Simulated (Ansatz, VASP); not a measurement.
Nb: VASP beside Ansatz

```
Nb
1.0
     5.00491    0.00000    0.00000
    -2.50245    4.33438    0.00000
     0.00000    0.00000    2.74513
Nb
3
Direct
  0.00000 0.00000 0.00000
  0.33333 0.66667 0.50000
  0.66667 0.33333 0.50000
```

Alike in both runs: task single point; functional r2SCAN; k mesh 9 × 9 × 13; occupations fermi-dirac, width 0.1 eV; no spin polarisation.

|  | VASP | Ansatz |
| --- | --- | --- |
| version | VASP 6.6.1 | Ansatz 0.2.0 |
| potentials or method | VASP PAW PBE potentials, release 64 (Nb_sv), cutoff 520 eV | plane waves (500 eV) with PAW, scalar-relativistic |
| valence electrons in the cell | 39 | 39 |

VASP gave:

* pressure (GPa): -11.3
* traceless stress, the component that is largest in VASP (GPa): -1.66

Estimate Ansatz's values.

pressure (GPa): -11.2; traceless stress, the component that is largest in VASP (GPa): -1.68.

VASP's potentials were made for PBE, not for r2SCAN. The functional is the same, so the differences come from potentials, cutoffs and numerics.
